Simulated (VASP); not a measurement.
# C (P4/mmm) in VASP: settings compared

The runs below take C through single point, relaxation of cell and atoms, with B3LYP, PBE0, PBEsol-based global hybrid with 25 % exact exchange.

All numbers are computed with VASP 6.6.1; they aren't measurements. Logs are shortened: lines on timing, memory, paths and dates and some standing lists are left out, and cuts for length are marked.

**1. The cell of the first run**

It takes space group P4/mmm (No. 123, tetragonal). The conventional cell has a = 4.760 Å, b = 4.760 Å, c = 1.270 Å, α = 90.00°, β = 90.00°, γ = 90.00°. Within 1.7 Å of C (site symmetry 4/mmm) lie 2 C at 1.27 Å.

**2. Single point, B3LYP**

POSCAR reads:

```
C
1.0
    4.7597841866      0.0000000000      0.0000000000
    0.0000000000      4.7597841866      0.0000000000
    0.0000000000      0.0000000000      1.2697686941
C
1
Direct
    0.5000000000      0.5000000000      0.5000000000
```

INCAR.step1 reads:

```
  ALGO = Normal
  EDIFF = 1E-5
  ENCUT = 520
  GGA = PE
  ISIF = 2
  ISMEAR = -1
  LASPH = True
  LCHARG = False
  LREAL = False
  LWAVE = True
  NBANDS = 8
  NELM = 100
  PREC = Accurate
  SIGMA = 0.05
```

INCAR.step2 reads:

```
  AEXX = 0.2
  AGGAC = 0.81
  AGGAX = 0.72
  ALDAC = 0.19
  ALGO = Normal
  EDIFF = 1E-6
  ENCUT = 520
  GGA = B3
  ISIF = 2
  ISMEAR = -1
  ISTART = 1
  LASPH = True
  LCHARG = False
  LHFCALC = True
  LREAL = False
  LWAVE = False
  NBANDS = 8
  NELM = 100
  PREC = Accurate
  PRECFOCK = Normal
  SIGMA = 0.05
```

KPOINTS reads:

```
k-points
0
Gamma
  3 3 10
```

Potentials or basis: VASP PAW PBE potentials, release 64 (C).

Started as:

```sh
> cat potpaw_PBE.64/C/POTCAR > POTCAR
> cp INCAR.step1 INCAR
> mpirun -np 1 vasp_std > vasp.out
> cp INCAR.step2 INCAR
> mpirun -np 1 vasp_std > vasp.out
```

OUTCAR:

```text
AEXX = 0.2
   EDIFF = 1E-6
   ENCUT = 520
   GGA = B3
   ISIF = 2
   ISMEAR = -1
   ISTART = 1
   LASPH = True
   LHFCALC = True
   LREAL = False
   NELM = 100
   PREC = Accurate
   PRECFOCK = Normal

 ion  position               nearest neighbor table
   1  0.500  0.500  0.500-

  LATTYP: Found a simple tetragonal cell.
 ALAT       =     4.7597841866
 C/A-ratio  =     0.2667702241

  Lattice vectors:

 A1 = (   4.7597841866,   0.0000000000,   0.0000000000)
 A2 = (   0.0000000000,   4.7597841866,   0.0000000000)
 A3 = (   0.0000000000,   0.0000000000,   1.2697686941)

Analysis of symmetry for initial positions (statically):
=====================================================================
 Subroutine PRICEL returns:
 Original cell was already a primitive cell.

 Routine SETGRP: Setting up the symmetry group for a
 simple tetragonal supercell.

 Subroutine GETGRP returns: Found 16 space group operations
 (whereof 16 operations were pure point group operations)
 out of a pool of 16 trial point group operations.

The static configuration has the point symmetry D_4h.

Analysis of symmetry for dynamics (positions and initial velocities):
=====================================================================
 Subroutine PRICEL returns:
 Original cell was already a primitive cell.

 Routine SETGRP: Setting up the symmetry group for a
 simple tetragonal supercell.

 Subroutine GETGRP returns: Found 16 space group operations
 (whereof 16 operations were pure point group operations)
 out of a pool of 16 trial point group operations.

The dynamic configuration has the point symmetry D_4h.

 Subroutine INISYM returns: Found 16 space group operations
 (whereof 16 operations are pure point group operations),
 and found     1 'primitive' translations

----------------------------------------------------------------------------------------

                                     Primitive cell

  volume of cell :      28.7673

  direct lattice vectors                    reciprocal lattice vectors
     4.759784187  0.000000000  0.000000000     0.210093559  0.000000000  0.000000000
     0.000000000  4.759784187  0.000000000     0.000000000  0.210093559  0.000000000
     0.000000000  0.000000000  1.269768694     0.000000000  0.000000000  0.787545011

  length of vectors
     4.759784187  4.759784187  1.269768694     0.210093559  0.210093559  0.787545011

  position of ions in fractional coordinates (direct lattice)
     0.500000000  0.500000000  0.500000000

  ion indices of the primitive-cell ions
   primitive index   ion index
                 1           1

----------------------------------------------------------------------------------------

 KPOINTS: k-points

Automatic generation of k-mesh.
 Grid dimensions read from file:
 generate k-points for:    3    3   10

 Generating k-lattice:

  Cartesian coordinates                     Fractional coordinates (reciprocal lattice)
     0.070031186  0.000000000  0.000000000     0.333333333  0.000000000  0.000000000
     0.000000000  0.070031186  0.000000000     0.000000000  0.333333333  0.000000000
     0.000000000  0.000000000  0.078754501     0.000000000  0.000000000  0.100000000

  Length of vectors
     0.070031186  0.070031186  0.078754501

  Shift w.r.t. Gamma in fractional coordinates (k-lattice)
     0.000000000  0.000000000  0.000000000

 Subroutine IBZKPT returns following result:
 ===========================================

 Found     18 irreducible k-points:

 Following reciprocal coordinates:
            Coordinates               Weight
  0.000000  0.000000  0.000000      1.000000
  0.333333  0.000000  0.000000      4.000000
  0.333333  0.333333  0.000000      4.000000
  0.000000  0.000000  0.100000      2.000000
  0.333333  0.000000  0.100000      8.000000
  0.333333  0.333333  0.100000      8.000000
[... 10 lines left out ...]
  0.333333  0.000000  0.500000      4.000000
  0.333333  0.333333  0.500000      4.000000
   k-points           NKPTS =     18   k-points in BZ     NKDIM =     90   number of bands    NBANDS=      8
   number of dos      NEDOS =    301   number of ions     NIONS =      1
   total plane-waves  NPLWV =  12960
   dimension x,y,z NGX =    36 NGY =   36 NGZ =   10
   dimension x,y,z NGXF=    72 NGYF=   72 NGZF=   20
   ions per type =               1
   NGX,Y,Z   is equivalent  to a cutoff of  12.57, 12.57, 13.09 a.u.
   NGXF,Y,Z  is equivalent  to a cutoff of  25.15, 25.15, 26.19 a.u.
 SYSTEM =  unknown system
   PREC   = accura    normal or accurate (medium, high low for compatibility)
   ISTART =      1    job   : 0-new  1-cont  2-samecut
   ICHARG =      0    charge: 1-file 2-atom 10-const
   ISPIN  =      1    spin polarized calculation?
   LNONCOLLINEAR =      F non collinear calculations
   LSORBIT =      F    spin-orbit coupling
   LASPH  =      T    aspherical Exc in radial PAW
   ENCUT  =  520.0 eV  38.22 Ry    6.18 a.u.   8.85  8.85  2.36*2*pi/ulx,y,z
   NELM   =    100;   NELMIN=  2; NELMDL=  0     # of ELM steps
   EDIFF  = 0.1E-05   stopping-criterion for ELM
   LREAL  =      F    real-space projection
   EDIFFG = 0.1E-04   stopping-criterion for IOM
   NSW    =      0    number of steps for IOM
   IBRION =     -1    ionic relax: 0-MD 1-quasi-New 2-CG
   NFREE  =      0    steps in history (QN), initial steepest desc. (CG)
   ISIF   =      2    stress and relaxation
   ISYM   =      3    0-nonsym 1-usesym 2-fastsym
   POTIM  = 0.5000    time-step for ionic-motion
   TEBEG  =    0.0;   TEEND  =   0.0 temperature during run
   PSTRESS=    0.0 pullay stress
   NELECT =       4.0000    total number of electrons
   NUPDOWN=      -1.0000    fix difference up-down
   EMIN   =  10.00;   EMAX   =-10.00  energy-range for DOS
   EFERMI =   0.00;   METHOD = LEGACY
   ISMEAR =    -1;   SIGMA  =   0.05  broadening in eV -4-tet -1-fermi 0-gaus
   EFERMI_NEDOS =   21; number of points for ismear=-14 and -15
   IALGO  =     38    algorithm
   IMIX   =      1    mixing-type and parameters
     AMIX     =   0.40;   BMIX     =  1.00
     AMIX_MAG =   1.60;   BMIX_MAG =  1.00
  volume/ion in A,a.u.               =      28.77       194.13
  Fermi-wavevector in a.u.,A,eV,Ry     =   0.848129  1.602731  9.786975  0.719322
  Thomas-Fermi vector in A             =   1.963744
   LORBIT       =      0    0 simple, 1 ext, 2 COOP (PROOUT), +10 PAW based schemes
   GGA     = B3    functional components
   LHFCALC =     T    Hartree Fock is set to
   PRECFOCK=normal    Normal, Fast or Accurate (Low or Medium for compatibility)
   ENCUT4O =  -1.0   cutoff for four orbital integrals eV
   NKREDX  =     1    reduce k-point grid by
   NKREDY  =     1    reduce k-point grid by
   NKREDZ  =     1    reduce k-point grid by
   AEXX    =    0.2000 exact exchange contribution
   HFSCREEN=    0.0000 screening length (either q_TF or 0.3 A-1)
   HFSCREENC=   0.0000 screening length for correlation (either q_TF or 0.3 A-1)
   ENCUTFOCK=  -1.0 apply spherical cutoff to Coloumb kernel
   IVDW    =     0    specifies the selected vdW correction
   LEPSILON=     F    determine dielectric tensor
   LRPA    =     F    only Hartree local field effects (RPA)
 non-spin polarized calculation
  energy-cutoff  :      520.00
  volume of cell :       28.77
 maximum number of plane-waves:       798
 NGX is ok and might be reduce to    36
  NGX = 30; NGY = 30; NGZ =  8

 number of electron       4.0000000 magnetization

 Free energy of the ion-electron system (eV)
  ---------------------------------------------------
  ext. energy  EPLUGINS =         0.00000000
  ---------------------------------------------------
  free energy    TOTEN  =        -9.52385421 eV

  energy without entropy =       -9.52385421  energy(sigma->0) =       -9.52385421

 E-fermi :  -3.7707     XC(G=0):  -4.2023

 val. band max:       -4.8828011597   @ k =   0.3333   0.0000   0.2000
 cond. band min:       0.4930663019   @ k =   0.3333   0.0000   0.3000
 fundamental gap:      5.3758674615
 Fermi energy:        -3.7706676766

 k-point     1 :       0.0000    0.0000    0.0000
  band No.  band energies     occupation
      1     -20.9020      2.00000
      2      -8.9281      2.00000
      3      -8.9281      2.00000
      4       1.6915      0.00000
      5       5.5906      0.00000
      6       8.9192      0.00000
      7       8.9192      0.00000
      8      10.0905      0.00000

 k-point     2 :       0.3333    0.0000    0.0000
  band No.  band energies     occupation
      1     -20.8936      2.00000
      2      -9.0655      2.00000
      3      -8.9157      2.00000
      4       2.6703      0.00000
      5       4.7735      0.00000
      6       7.6040      0.00000
      7       8.6307      0.00000
      8      11.8849      0.00000

 k-point     3 :       0.3333    0.3333    0.0000
  band No.  band energies     occupation
      1     -20.8854      2.00000
      2      -9.0497      2.00000
      3      -9.0449      2.00000
      4       3.4305      0.00000
      5       5.3950      0.00000
      6       5.5160      0.00000
      7       9.5966      0.00000
      8      11.3665      0.00000

 k-point     4 :       0.0000    0.0000    0.1000
  band No.  band energies     occupation
      1     -20.3397      2.00000
      2      -7.9347      2.00000
      3      -7.9347      2.00000
      4       2.5446      0.00000
      5       6.5324      0.00000
      6       9.8419      0.00000
      7       9.8419      0.00000
      8      11.0367      0.00000

 k-point     5 :       0.3333    0.0000    0.1000
  band No.  band energies     occupation
      1     -20.3321      2.00000
      2      -8.0715      2.00000
      3      -7.9224      2.00000
      4       3.5344      0.00000
      5       5.6828      0.00000
      6       8.5440      0.00000
      7       9.5163      0.00000
      8      12.7823      0.00000
[... 111 lines left out ...]
 k-point    16 :       0.0000    0.0000    0.5000
  band No.  band energies     occupation
      1     -13.2200      2.00000
      2       7.9511      0.00000
      3      10.6415      0.00000
      4      10.6415      0.00000
      5      22.3437      0.00000
      6      22.3437      0.00000
      7      23.7715      0.00000
      8      25.6111      0.00000

 k-point    17 :       0.3333    0.0000    0.5000
  band No.  band energies     occupation
      1     -13.2198      2.00000
      2       7.9686      0.00000
      3      10.6092      0.00000
      4      10.6451      0.00000
      5      21.5488      0.00000
      6      22.4197      0.00000
      7      25.0471      0.00000
      8      26.0555      0.00000

 k-point    18 :       0.3333    0.3333    0.5000
  band No.  band energies     occupation
      1     -13.2195      2.00000
      2       7.9854      0.00000
      3      10.6126      0.00000
      4      10.6130      0.00000
      5      21.6509      0.00000
      6      21.7600      0.00000
      7      26.5110      0.00000
      8      26.5933      0.00000

------------------------ aborting loop because EDIFF is reached ----------------------------------------

  FORCE on cell =-STRESS in cart. coord.  units (eV):
  Direction    XX          YY          ZZ          XY          YZ          ZX
  --------------------------------------------------------------------------------------
  -------------------------------------------------------------------------------------
  Total       -0.0002086     -0.0002086     -0.0522869      0.0000000     -0.0000000      0.0000000
  in kB       -0.0116183     -0.0116183     -2.9120878      0.0000000     -0.0000000      0.0000000
  external PRESSURE =      -0.9784414 kB  Pullay stress =       0.0000000 kB

 VOLUME and BASIS-vectors are now :
 -----------------------------------------------------------------------------
  energy-cutoff  :      520.00
  volume of cell :       28.77
      direct lattice vectors                 reciprocal lattice vectors
     4.759784187  0.000000000  0.000000000     0.210093559  0.000000000  0.000000000
     0.000000000  4.759784187  0.000000000     0.000000000  0.210093559  0.000000000
     0.000000000  0.000000000  1.269768694     0.000000000  0.000000000  0.787545011

 POSITION                                       TOTAL-FORCE (eV/Angst)
 -----------------------------------------------------------------------------------
      2.37989      2.37989      0.63488         0.000000      0.000000      0.000000
 -----------------------------------------------------------------------------------
    total drift:                                0.000000     -0.000000      0.000000

  FREE ENERGIE OF THE ION-ELECTRON SYSTEM (eV)
  ---------------------------------------------------
  free  energy   TOTEN  =        -9.5238542089 eV

  energy  without entropy=       -9.5238542088  energy(sigma->0) =       -9.52385421
```

Wall time 2.5 min (1 thread of Intel Xeon 8259CL, shared host); peak memory 0.14 GiB.

Results:

```yaml
Free_energy: -9.5239 eV
Pressure: -0.1 GPa
Band_gap_on_the_k_mesh: zero (bands 2 and 3 overlap by 17.03 eV)
```

Levels at points of the mesh, in eV from the Fermi level:
| k point | band 1 | band 2 | band 3 | band 4 | band 5 | band 6 | band 7 |
| --- | --- | --- | --- | --- | --- | --- | --- |
| (0.00, 0.00, 0.00) | -17.13 | -5.16 | -5.16 | 5.46 | 9.36 | 12.69 | 12.69 |
| (0.00, 0.00, 0.50) | -9.45 | 11.72 | 14.41 | 14.41 | 26.11 | 26.11 | 27.54 |

Caveat: the k points lie up to 0.49 Å⁻¹ apart, too coarse for converged energies and pressures of a metal; the PAW data sets were made with another functional, which shifts forces and pressure a little.

**3. Relaxation of cell and atoms, PBE0**

This run uses another cell than the first one, of 23.22 Å³/atom.

POSCAR reads:

```
C
1.0
    4.2551700000      0.0000000000      0.0000000000
    0.0000000000      4.2551700000      0.0000000000
    0.0000000000      0.0000000000      1.2822900000
C
1
Direct
    0.5000000000      0.5000000000      0.5000000000
```

INCAR.step1 reads:

```
PREC = Accurate
ENCUT = 600
EDIFF = 1E-5
ISMEAR = -1
SIGMA = 0.05
LREAL = F
LASPH = T
NELM = 100
ALGO = Normal
LWAVE = T
LCHARG = F
GGA = PE
NBANDS = 8
```

INCAR.step2 reads:

```
PREC = Accurate
ENCUT = 600
EDIFF = 1E-6
ISMEAR = -1
SIGMA = 0.05
LREAL = F
LASPH = T
NELM = 100
ALGO = Normal
ISIF = 3
LWAVE = F
LCHARG = F
GGA = PE
LHFCALC = T
AEXX = 0.25
PRECFOCK = Normal
IBRION = 2
NSW = 60
EDIFFG = -0.01
ISTART = 1
```

KPOINTS reads:

```
regular mesh
0
Gamma
  3 3 10
```

Potentials or basis: VASP PAW PBE potentials, release 64 (C).

Started as:

```sh
> cat potpaw_PBE.64/C/POTCAR > POTCAR
> cp INCAR.step1 INCAR
> mpirun -np 1 vasp_std > vasp.out
> cp INCAR.step2 INCAR
> mpirun -np 1 vasp_std > vasp.out
```

It took 12 min on 1 thread of Intel Xeon 8259CL, shared host; peak memory 0.13 GiB.

It converged, with:

```yaml
Free_energy: -10.1742 eV
Relaxed_volume: 20.43 Å³/atom
Relaxed_cell: a = 4.012 Å, b = 4.012 Å, c = 1.269 Å, α = 90.00°, β = 90.00°, γ = 90.00°
Space_group_after_relaxing_to_0.1_Å: P4/mmm (No. 123)
Energy_gained_by_relaxing: 8.1 meV/atom
Ionic_steps: 13
Pressure_after_relaxing: 0.0 GPa
Band_gap_on_the_k_mesh: zero (bands 2 and 3 overlap by 17.73 eV)
```

Step by step:
```tsv
step	energy change (eV)	largest force (eV/Å)	pressure (GPa)	volume (Å³)
1	0.0000	0.0000	-3.10	23.22
2	0.2101	0.0000	19.84	21.71
3	-0.0066	0.0000	-0.35	23.00
4	-0.0067	0.0000	-0.12	22.98
5	-0.0067	0.0000	-0.05	22.98
6	-0.0067	0.0000	-0.08	22.95
7	-0.0068	0.0000	-0.07	22.86
8	-0.0069	0.0000	-0.08	22.70
9	-0.0072	0.0000	-0.07	22.37
10	-0.0077	0.0000	-0.07	21.71
11	-0.0081	0.0000	-0.04	20.44
12	-0.0013	0.0000	3.62	19.97
13	-0.0081	0.0000	0.01	20.43
```

Final structure:
```
C
1.0
     4.01228    0.00000    0.00000
     0.00000    4.01228    0.00000
     0.00000    0.00000    1.26915
C
1
Direct
  0.50000 0.50000 0.50000
```

Levels at points of the mesh, in eV from the Fermi level:
| k point | band 1 | band 2 | band 3 | band 4 | band 5 |
| --- | --- | --- | --- | --- | --- |
| (0.00, 0.00, 0.00) | -17.85 | -5.36 | -5.36 | 5.93 | 10.60 |
| (0.00, 0.00, 0.50) | -9.72 | 11.81 | 14.90 | 14.90 | 26.90 |

Caveat: the k points lie up to 0.52 Å⁻¹ apart in the final cell, too coarse for converged energies and pressures of a metal; the PAW data sets were made with another functional, which shifts forces and pressure a little.

**4. Relaxation of cell and atoms, PBEsol-based global hybrid with 25 % exact exchange**

This run uses another cell than the first one, of 23.22 Å³/atom.

POSCAR is that of step 3.

INCAR.step1 is that of step 3.

INCAR.step2, as its differences from that of step 3:

```diff
@@ -12,3 +12,3 @@
 LCHARG = F
-GGA = PE
+GGA = PS
 LHFCALC = T
```

KPOINTS reads:

```
Automatic mesh
0
Gamma
  3 3 10
```

Started as:

```sh
> cat potpaw_PBE.64/C/POTCAR > POTCAR
> cp INCAR.step1 INCAR
> mpirun -np 1 vasp_std > vasp.out
> cp INCAR.step2 INCAR
> mpirun -np 1 vasp_std > vasp.out
```

Wall time 20 min (1 thread of Intel Xeon 8259CL, shared host); peak memory 0.14 GiB.

It converged, with:

| Item | Value |
| --- | --- |
| Free energy | -10.3972 eV |
| Relaxed volume | 19.26 Å³/atom |
| Relaxed cell | a = 3.897 Å, b = 3.897 Å, c = 1.268 Å, α = 90.00°, β = 90.00°, γ = 90.00° |
| Space group after relaxing (to 0.1 Å) | P4/mmm (No. 123) |
| Energy gained by relaxing | 10.8 meV/atom |
| Ionic steps | 25 |
| Pressure after relaxing | -0.1 GPa |
| Band gap on the k mesh | zero (bands 2 and 3 overlap by 17.87 eV) |

Step by step:
```csv
step,energy change (eV),largest force (eV/Å),pressure (GPa),volume (Å³)
1,0.0000,0.0000,-3.34,23.22
2,0.2433,0.0000,21.59,21.60
3,-0.0076,0.0000,-0.42,22.98
4,-0.0076,0.0000,-0.15,22.96
5,-0.0076,0.0000,-0.08,22.96
6,-0.0077,0.0000,-0.11,22.92
7,-0.0078,0.0000,-0.12,22.80
8,-0.0081,0.0000,-0.14,22.57
9,-0.0086,0.0000,-0.15,22.12
10,-0.0096,0.0000,-0.16,21.22
11,-0.0107,0.0000,-0.17,19.48
12,-0.0108,0.0000,-0.16,19.06
13,-0.0106,0.0000,0.59,18.90
14,-0.0108,0.0000,0.00,19.03
15,-0.0108,0.0000,-0.01,19.03
16,-0.0108,0.0000,-0.03,19.03
17,-0.0108,0.0000,0.11,19.06
18,-0.0108,0.0000,0.13,19.06
19,-0.0108,0.0000,0.12,19.08
20,-0.0108,0.0000,0.08,19.14
21,-0.0108,0.0000,-0.01,19.25
22,-0.0107,0.0000,-0.18,19.48
23,-0.0108,0.0000,-0.11,19.35
24,-0.0108,0.0000,-0.08,19.28
25,-0.0108,0.0000,-0.06,19.26
```

Final structure:
```
C
1.0
     3.89682    0.00000    0.00000
     0.00000    3.89682    0.00000
     0.00000    0.00000    1.26833
C
1
Direct
  0.50000 0.50000 0.50000
```

Levels at points of the mesh, in eV from the Fermi level:
```
           k point  band 1  band 2  band 3  band 4  band 5  band 6
(0.00, 0.00, 0.00)  -17.91   -5.41   -5.41    5.94   10.61   16.74
(0.00, 0.00, 0.50)   -9.82   11.77   14.86   14.86   26.96   26.96
```

Caveat: the k points lie up to 0.54 Å⁻¹ apart in the final cell, too coarse for converged energies and pressures of a metal; the volume moved by over 15 % at a fixed basis, so the end points are rough; the PAW data sets were made with another functional, which shifts forces and pressure a little.

(Continued in part 2 of 2.)

The gap in the log of VASP goes by the Fermi energy; the results here count the filled bands.